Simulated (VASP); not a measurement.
# Ge (Pm-3m) in VASP: a series of runs

The runs below take Ge through single point, relaxation of cell and atoms, with r2SCAN.

Everything below comes from runs of VASP 6.6.1. Logs are shortened: lines on timing, memory, paths and dates and some standing lists are left out, and cuts for length are marked.

## Step 1: The cell of the first run

Symmetry: Pm-3m, No. 221, cubic system. The conventional cell has a = 2.388 Å, b = 2.388 Å, c = 2.388 Å, α = 90.00°, β = 90.00°, γ = 90.00°. Within 3.2 Å of Ge (site symmetry m-3m) lie 6 Ge at 2.39 Å.

## Step 2: Single point, r2SCAN

The input, POSCAR:

```
Ge
1.0
    2.3882511898      0.0000000000      0.0000000000
    0.0000000000      2.3882511898      0.0000000000
    0.0000000000      0.0000000000      2.3882511898
Ge
1
Direct
    0.0000000000      0.0000000000      0.0000000000
```

The input, INCAR.step1:

```
SYSTEM = Ge
ALGO = Normal ; EDIFF = 1E-4
ENCUT = 520 ; GGA = PE
ISMEAR = 1 ; LASPH = .True.
LCHARG = .False. ; LREAL = .False.
LWAVE = .True. ; NBANDS = 13
NELM = 80 ; PREC = Accurate
SIGMA = 0.05
```

The input, INCAR.step2:

```
SYSTEM = Ge
ALGO = Normal ; EDIFF = 1E-7
ENCUT = 520 ; ISIF = 2
ISMEAR = 1 ; ISTART = 1
LASPH = .True. ; LCHARG = .True.
LELF = .True. ; LMIXTAU = .True.
LREAL = .False. ; LVHAR = .True.
LWAVE = .False. ; METAGGA = R2SCAN
NBANDS = 13 ; NELM = 80
PREC = Accurate ; SIGMA = 0.05
```

The input, KPOINTS:

```
k-points
0
Gamma
  8 8 8
  0 0 0
```

Potentials or basis: VASP PAW PBE potentials, release 64 (Ge_d).

Started as:

```console
> cat potpaw_PBE.64/Ge_d/POTCAR > POTCAR
> cp INCAR.step1 INCAR
> mpirun -np 1 vasp_std > vasp.out
> cp INCAR.step2 INCAR
> mpirun -np 1 vasp_std > vasp.out
```

OUTCAR:

```text
SYSTEM = Ge
   EDIFF = 1E-7
   ENCUT = 520
   ISIF = 2
   ISMEAR = 1
   ISTART = 1
   LASPH = .True.
   LREAL = .False.
   METAGGA = R2SCAN
   NELM = 80
   PREC = Accurate

 ion  position               nearest neighbor table
   1  0.000  0.000  0.000-

  LATTYP: Found a simple cubic cell.
 ALAT       =     2.3882511898

  Lattice vectors:

 A1 = (   2.3882511898,   0.0000000000,   0.0000000000)
 A2 = (   0.0000000000,   2.3882511898,   0.0000000000)
 A3 = (   0.0000000000,   0.0000000000,   2.3882511898)

Analysis of symmetry for initial positions (statically):
=====================================================================
 Subroutine PRICEL returns:
 Original cell was already a primitive cell.

 Routine SETGRP: Setting up the symmetry group for a
 simple cubic supercell.

 Subroutine GETGRP returns: Found 48 space group operations
 (whereof 48 operations were pure point group operations)
 out of a pool of 48 trial point group operations.

The static configuration has the point symmetry O_h .

Analysis of symmetry for dynamics (positions and initial velocities):
=====================================================================
 Subroutine PRICEL returns:
 Original cell was already a primitive cell.

 Routine SETGRP: Setting up the symmetry group for a
 simple cubic supercell.

 Subroutine GETGRP returns: Found 48 space group operations
 (whereof 48 operations were pure point group operations)
 out of a pool of 48 trial point group operations.

The dynamic configuration has the point symmetry O_h .

 Subroutine INISYM returns: Found 48 space group operations
 (whereof 48 operations are pure point group operations),
 and found     1 'primitive' translations

----------------------------------------------------------------------------------------

                                     Primitive cell

  volume of cell :      13.6220

  direct lattice vectors                    reciprocal lattice vectors
     2.388251190  0.000000000  0.000000000     0.418716425  0.000000000  0.000000000
     0.000000000  2.388251190  0.000000000     0.000000000  0.418716425  0.000000000
     0.000000000  0.000000000  2.388251190     0.000000000  0.000000000  0.418716425

  length of vectors
     2.388251190  2.388251190  2.388251190     0.418716425  0.418716425  0.418716425

  position of ions in fractional coordinates (direct lattice)
     0.000000000  0.000000000  0.000000000

  ion indices of the primitive-cell ions
   primitive index   ion index
                 1           1

----------------------------------------------------------------------------------------

 KPOINTS: k-points

Automatic generation of k-mesh.
 Grid dimensions read from file:
 generate k-points for:    8    8    8

 Generating k-lattice:

  Cartesian coordinates                     Fractional coordinates (reciprocal lattice)
     0.052339553  0.000000000  0.000000000     0.125000000  0.000000000  0.000000000
     0.000000000  0.052339553  0.000000000     0.000000000  0.125000000  0.000000000
     0.000000000  0.000000000  0.052339553     0.000000000  0.000000000  0.125000000

  Length of vectors
     0.052339553  0.052339553  0.052339553

  Shift w.r.t. Gamma in fractional coordinates (k-lattice)
     0.000000000  0.000000000  0.000000000

 Subroutine IBZKPT returns following result:
 ===========================================

 Found     35 irreducible k-points:

 Following reciprocal coordinates:
            Coordinates               Weight
  0.000000  0.000000  0.000000      1.000000
  0.125000  0.000000  0.000000      6.000000
  0.250000  0.000000  0.000000      6.000000
  0.375000  0.000000  0.000000      6.000000
  0.500000  0.000000  0.000000      3.000000
  0.125000  0.125000  0.000000     12.000000
[... 16 lines left out ...]
  0.375000  0.375000  0.125000     24.000000
  0.500000  0.375000  0.125000     24.000000
 [... further k-points ...]
   k-points           NKPTS =     35   k-points in BZ     NKDIM =     35   number of bands    NBANDS=     13
   number of dos      NEDOS =    301   number of ions     NIONS =      1
   total plane-waves  NPLWV =   5832
   dimension x,y,z NGX =    18 NGY =   18 NGZ =   18
   dimension x,y,z NGXF=    36 NGYF=   36 NGZF=   36
   ions per type =               1
   NGX,Y,Z   is equivalent  to a cutoff of  12.53, 12.53, 12.53 a.u.
   NGXF,Y,Z  is equivalent  to a cutoff of  25.06, 25.06, 25.06 a.u.
 SYSTEM =  Ge
   PREC   = accura    normal or accurate (medium, high low for compatibility)
   ISTART =      1    job   : 0-new  1-cont  2-samecut
   ICHARG =      0    charge: 1-file 2-atom 10-const
   ISPIN  =      1    spin polarized calculation?
   LNONCOLLINEAR =      F non collinear calculations
   LSORBIT =      F    spin-orbit coupling
   LASPH  =      T    aspherical Exc in radial PAW
   ENCUT  =  520.0 eV  38.22 Ry    6.18 a.u.   4.44  4.44  4.44*2*pi/ulx,y,z
   NELM   =     80;   NELMIN=  2; NELMDL=  0     # of ELM steps
   EDIFF  = 0.1E-06   stopping-criterion for ELM
   LREAL  =      F    real-space projection
   EDIFFG = 0.1E-05   stopping-criterion for IOM
   NSW    =      0    number of steps for IOM
   IBRION =     -1    ionic relax: 0-MD 1-quasi-New 2-CG
   NFREE  =      0    steps in history (QN), initial steepest desc. (CG)
   ISIF   =      2    stress and relaxation
   ISYM   =      2    0-nonsym 1-usesym 2-fastsym
   POTIM  = 0.5000    time-step for ionic-motion
   TEBEG  =    0.0;   TEEND  =   0.0 temperature during run
   PSTRESS=    0.0 pullay stress
   NELECT =      14.0000    total number of electrons
   NUPDOWN=      -1.0000    fix difference up-down
   EMIN   =  10.00;   EMAX   =-10.00  energy-range for DOS
   EFERMI =   0.00;   METHOD = LEGACY
   ISMEAR =     1;   SIGMA  =   0.05  broadening in eV -4-tet -1-fermi 0-gaus
   EFERMI_NEDOS =   21; number of points for ismear=-14 and -15
   IALGO  =     38    algorithm
   IMIX   =      4    mixing-type and parameters
     AMIX     =   0.40;   BMIX     =  1.00
     AMIX_MAG =   1.60;   BMIX_MAG =  1.00
  volume/ion in A,a.u.               =      13.62        91.93
  Fermi-wavevector in a.u.,A,eV,Ry     =   1.652104  3.122025 37.136411  2.729449
  Thomas-Fermi vector in A             =   2.740770
   LORBIT       =      0    0 simple, 1 ext, 2 COOP (PROOUT), +10 PAW based schemes
   METAGGA = R2SCAN    functional components
   LHFCALC =     F    Hartree Fock is set to
   AEXX    =    0.0000 exact exchange contribution
   IVDW    =     0    specifies the selected vdW correction
   LEPSILON=     F    determine dielectric tensor
   LRPA    =     F    only Hartree local field effects (RPA)
 non-spin polarized calculation
 Methfessel and Paxton  Order N= 1 SIGMA  =   0.05
  energy-cutoff  :      520.00
  volume of cell :       13.62
 maximum number of plane-waves:       384
 NGX is ok and might be reduce to    18
   NGX =  9   NGY =  9   NGZ =  9

 number of electron      13.9999995 magnetization

 Free energy of the ion-electron system (eV)
  ---------------------------------------------------
  ext. energy  EPLUGINS =         0.00000000
  ---------------------------------------------------
  free energy    TOTEN  =       -12.66232165 eV

  energy without entropy =      -12.66246920  energy(sigma->0) =      -12.66237083

 E-fermi :  10.6146     XC(G=0): -14.2196

 val. band max:       10.3741135528   @ k =   0.2500   0.1250   0.1250
 cond. band min:      10.6563822868   @ k =   0.5000   0.3750   0.1250
 fundamental gap:      0.2822687340
 Fermi energy:        10.6145935575

 k-point     1 :       0.0000    0.0000    0.0000
  band No.  band energies     occupation
      1     -15.5898      2.00000
      2     -15.5898      2.00000
      3     -14.8638      2.00000
      4     -14.8638      2.00000
      5     -14.8638      2.00000
      6      -6.6062      2.00000
      7      19.7878      0.00000
      8      19.7878      0.00000
      9      19.7878      0.00000
     10      22.6576      0.00000
     11      22.6576      0.00000
     12      28.9178      0.00000
     13      45.6101      0.00000

 k-point     2 :       0.1250    0.0000    0.0000
  band No.  band energies     occupation
      1     -15.5822      2.00000
      2     -15.5161      2.00000
      3     -14.8927      2.00000
      4     -14.8927      2.00000
      5     -14.8614      2.00000
      6      -6.1716      2.00000
      7      15.0815      0.00000
      8      20.2463      0.00000
      9      20.2463      0.00000
     10      23.0115      0.00000
     11      25.9987      0.00000
     12      31.2433      0.00000
     13      41.5503      0.00000

 k-point     3 :       0.2500    0.0000    0.0000
  band No.  band energies     occupation
      1     -15.5638      2.00000
      2     -15.3418      2.00000
      3     -14.9618      2.00000
      4     -14.9618      2.00000
      5     -14.8555      2.00000
      6      -4.8572      2.00000
      7       9.6187      2.00000
      8      21.5643      0.00000
      9      21.5643      0.00000
     10      24.0722      0.00000
     11      27.7289      0.00000
     12      36.5971      0.00000
     13      37.2746      0.00000

 k-point     4 :       0.3750    0.0000    0.0000
  band No.  band energies     occupation
      1     -15.5455      2.00000
      2     -15.1725      2.00000
      3     -15.0303      2.00000
      4     -15.0303      2.00000
      5     -14.8497      2.00000
      6      -2.6756      2.00000
      7       4.8569      2.00000
      8      23.4818      0.00000
      9      23.4818      0.00000
     10      25.7991      0.00000
     11      29.1335      0.00000
     12      32.4611      0.00000
     13      33.0496      0.00000

 k-point     5 :       0.5000    0.0000    0.0000
  band No.  band energies     occupation
      1     -15.5378      2.00000
      2     -15.1038      2.00000
      3     -15.0584      2.00000
      4     -15.0584      2.00000
      5     -14.8472      2.00000
      6      -0.4244      2.00000
      7       1.7347      2.00000
      8      24.7815      0.00000
      9      24.7815      0.00000
     10      27.3888      0.00000
     11      29.9828      0.00000
     12      30.0615      0.00000
     13      30.9782      0.00000
[... 257 lines left out ...]
 k-point    22 :       0.5000    0.2500    0.1250
  band No.  band energies     occupation
      1     -15.3080      2.00000
      2     -15.2187      2.00000
      3     -15.0910      2.00000
      4     -14.9798      2.00000
      5     -14.9091      2.00000
      6       1.6180      2.00000
      7       3.8546      2.00000
      8      15.2877      0.00000
      9      19.4933      0.00000
     10      22.9011      0.00000
     11      25.9219      0.00000
     12      35.4609      0.00000
     13      38.1464      0.00000

 k-point    23 :       0.3750    0.3750    0.1250
  band No.  band energies     occupation
      1     -15.2887      2.00000
      2     -15.2542      2.00000
      3     -15.0528      2.00000
      4     -15.0493      2.00000
      5     -14.8270      2.00000
      6       1.5510      2.00000
      7       7.8015      2.00000
      8      10.1486      2.00000
      9      17.4956      0.00000
     10      23.1497      0.00000
     11      29.9830      0.00000
     12      30.6365      0.00000
     13      36.8088      0.00000

 k-point    24 :       0.5000    0.3750    0.1250
  band No.  band energies     occupation
      1     -15.3295      2.00000
      2     -15.2384      2.00000
      3     -15.0801      2.00000
      4     -15.0467      2.00000
      5     -14.7524      2.00000
      6       3.7329      2.00000
      7       5.6287      2.00000
      8      10.6564      0.00272
      9      15.3527      0.00000
     10      24.9288      0.00000
     11      27.7260      0.00000
     12      31.9018      0.00000
     13      35.4120      0.00000

 [... further k-points ...]

------------------------ aborting loop because EDIFF is reached ----------------------------------------

  FORCE on cell =-STRESS in cart. coord.  units (eV):
  Direction    XX          YY          ZZ          XY          YZ          ZX
  --------------------------------------------------------------------------------------
  -------------------------------------------------------------------------------------
  Total        5.1002718      5.1002718      5.1002718      0.0000000      0.0000000      0.0000000
  in kB      599.8793260    599.8793260    599.8793260      0.0000000      0.0000000      0.0000000
  external PRESSURE =     599.8793260 kB  Pullay stress =       0.0000000 kB

 VOLUME and BASIS-vectors are now :
 -----------------------------------------------------------------------------
  energy-cutoff  :      520.00
  volume of cell :       13.62
      direct lattice vectors                 reciprocal lattice vectors
     2.388251190  0.000000000  0.000000000     0.418716425  0.000000000  0.000000000
     0.000000000  2.388251190  0.000000000     0.000000000  0.418716425  0.000000000
     0.000000000  0.000000000  2.388251190     0.000000000  0.000000000  0.418716425

 POSITION                                       TOTAL-FORCE (eV/Angst)
 -----------------------------------------------------------------------------------
      0.00000      0.00000      0.00000         0.000000      0.000000      0.000000
 -----------------------------------------------------------------------------------
    total drift:                               -0.000000      0.000000      0.000000

  FREE ENERGIE OF THE ION-ELECTRON SYSTEM (eV)
  ---------------------------------------------------
  free  energy   TOTEN  =       -12.6623216468 eV

  energy  without entropy=      -12.6624691992  energy(sigma->0) =      -12.66237083
```

It took 26 s on 1 thread of Intel Xeon Platinum 8259CL at 2.50GHz (Skylake/Cascade Lake), shared host; peak memory 0.12 GiB.

Results:

```
Free energy            : -12.6623 eV
Pressure               : 60.0 GPa
Band gap on the k mesh : zero (band 7 reaches 19.79 eV, above the bottom of band 8 at 6.38 eV)
```

Levels at points of the mesh, in eV from the Fermi level:
```
           k point  band 3  band 4  band 5  band 6  band 7  band 8  band 9  band 10  band 11  band 12
(0.00, 0.00, 0.00)  -25.48  -25.48  -25.48  -17.22    9.17    9.17    9.17    12.04    12.04    18.30
(0.50, 0.00, 0.00)  -25.67  -25.67  -25.46  -11.04   -8.88   14.17   14.17    16.77    19.37    19.45
(0.50, 0.50, 0.00)  -25.65  -25.65  -25.29   -4.27   -4.27   -4.23    2.42    19.67    23.93    23.93
(0.50, 0.50, 0.50)  -25.94  -25.28  -25.28    0.30    0.30    0.30    4.63     7.39     7.39     7.39
```

Caveat: the PAW data sets were made with another functional, which shifts forces and pressure a little.

## Step 3: Single point, r2SCAN

This run uses another cell than the first one, of 14.66 Å³/atom, 1.076 times its volume.

The input, POSCAR:

```
Ge
1.0
    2.4472630577      0.0000000000      0.0000000000
    0.0000000000      2.4472630577      0.0000000000
    0.0000000000      0.0000000000      2.4472630577
Ge
1
Direct
    0.0000000000      0.0000000000      0.0000000000
```

The input, INCAR.step1:

```
  PREC = Accurate
  ENCUT = 520
  ISMEAR = 1
  SIGMA = 0.05
  LREAL = F
  LASPH = T
  NELM = 60
  NBANDS = 13
  GGA = PE
  ALGO = Normal
  EDIFF = 1E-4
  LWAVE = T
  LCHARG = F
```

The input, INCAR.step2:

```
  PREC = Accurate
  ENCUT = 520
  EDIFF = 1E-7
  ISMEAR = 1
  SIGMA = 0.05
  LREAL = F
  LASPH = T
  NELM = 60
  ALGO = Normal
  ISIF = 2
  LWAVE = F
  LCHARG = T
  METAGGA = R2SCAN
  LMIXTAU = T
  LELF = T
  LVHAR = T
  NBANDS = 13
  ISTART = 1
```

The input, KPOINTS:

```
Automatic mesh
0
Gamma
  8 8 8
```

Potentials or basis: VASP PAW PBE potentials, release 64 (Ge_d).

Started as:

```console
> cat potpaw_PBE.64/Ge_d/POTCAR > POTCAR
> cp INCAR.step1 INCAR
> mpirun -np 1 vasp_std > vasp.out
> cp INCAR.step2 INCAR
> mpirun -np 1 vasp_std > vasp.out
```

Run time: 23 s. Hardware: 1 thread of Intel Xeon Platinum 8259CL at 2.50GHz (Skylake/Cascade Lake), shared host; peak memory 0.12 GiB.

Results (log left out):

| Item | Value |
| --- | --- |
| Free energy | -12.9819 eV |
| Pressure | 39.9 GPa |
| Band gap on the k mesh | zero (band 7 reaches 18.26 eV, above the bottom of band 8 at 5.61 eV) |

Levels at points of the mesh, in eV from the Fermi level:
```csv
k point,band 3,band 4,band 5,band 6,band 7,band 8,band 9,band 10,band 11,band 12
"(0.00, 0.00, 0.00)",-25.24,-25.24,-25.24,-16.23,8.85,8.85,8.85,11.83,11.83,17.47
"(0.50, 0.00, 0.00)",-25.40,-25.40,-25.23,-10.56,-8.08,13.40,13.40,16.22,18.89,19.28
"(0.50, 0.50, 0.00)",-25.38,-25.38,-25.09,-4.32,-3.80,-3.80,2.82,18.30,23.38,23.38
"(0.50, 0.50, 0.50)",-25.62,-25.08,-25.08,0.41,0.41,0.41,3.63,7.51,7.51,7.51
```

Caveat: the PAW data sets were made with another functional, which shifts forces and pressure a little.

## Step 4: Single point, r2SCAN

This run uses another cell than the first one, of 16.39 Å³/atom, 1.203 times its volume.

The input, POSCAR:

```
Ge
1.0
    2.5402159220      0.0000000000      0.0000000000
    0.0000000000      2.5402159220      0.0000000000
    0.0000000000      0.0000000000      2.5402159220
Ge
1
Direct
    0.0000000000      0.0000000000      0.0000000000
```

The input, INCAR.step1:

```
SYSTEM = Ge
PREC     = Accurate       ! precision mode
ENCUT    = 520            ! plane-wave cutoff, eV
ISMEAR   = 1              ! smearing method
SIGMA    = 0.05           ! smearing width, eV
LREAL    = .False.        ! projectors in reciprocal space
LASPH    = .True.         ! aspherical terms in the spheres
NELM     = 80             ! most SCF steps
NBANDS   = 13             ! bands
GGA      = PE             ! functional
ALGO     = Normal         ! electronic algorithm
EDIFF    = 1E-4           ! SCF threshold, eV
LWAVE    = .True.         ! write WAVECAR
LCHARG   = .False.        ! write CHGCAR
```

The input, INCAR.step2:

```
SYSTEM = Ge
PREC     = Accurate       ! precision mode
ENCUT    = 520            ! plane-wave cutoff, eV
EDIFF    = 1E-7           ! SCF threshold, eV
ISMEAR   = 1              ! smearing method
SIGMA    = 0.05           ! smearing width, eV
LREAL    = .False.        ! projectors in reciprocal space
LASPH    = .True.         ! aspherical terms in the spheres
NELM     = 80             ! most SCF steps
ALGO     = Normal         ! electronic algorithm
ISIF     = 2              ! what is computed and relaxed
LWAVE    = .False.        ! write WAVECAR
LCHARG   = .False.        ! write CHGCAR
METAGGA  = R2SCAN         ! meta-GGA
LMIXTAU  = .True.       
NBANDS   = 13             ! bands
ISTART   = 1
```

The input, KPOINTS:

```
Automatic mesh
0
Gamma
  8 8 8
  0 0 0
```

Started as:

```console
> cat potpaw_PBE.64/Ge_d/POTCAR > POTCAR
> cp INCAR.step1 INCAR
> mpirun -np 1 vasp_std > vasp.out
> cp INCAR.step2 INCAR
> mpirun -np 1 vasp_std > vasp.out
```

Run time: 26 s. Hardware: 1 thread of Intel Xeon Platinum 8259CL at 2.50GHz (Skylake/Cascade Lake), shared host; peak memory 0.13 GiB.

The run converged. Its results:

- Free energy: -13.3033 eV
- Pressure: 19.9 GPa
- Band gap on the k mesh: zero (band 7 reaches 16.09 eV, above the bottom of band 8 at 4.60 eV)

Levels at points of the mesh, in eV from the Fermi level:
```
           k point  band 4  band 5  band 6  band 7  band 8  band 9  band 10  band 11
(0.00, 0.00, 0.00)  -25.15  -25.15  -15.08    8.11    8.11    8.11    11.30    11.30
(0.50, 0.00, 0.00)  -25.27  -25.14  -10.11   -7.19   12.05   12.05    15.22    17.89
(0.50, 0.50, 0.00)  -25.25  -25.03   -4.68   -3.37   -3.37    3.13    16.15    22.31
(0.50, 0.50, 0.50)  -25.02  -25.02    0.33    0.33    0.33    2.04     7.45     7.45
```

Caveat: the PAW data sets were made with another functional, which shifts forces and pressure a little.

(Part 1 of 2 ends here.)
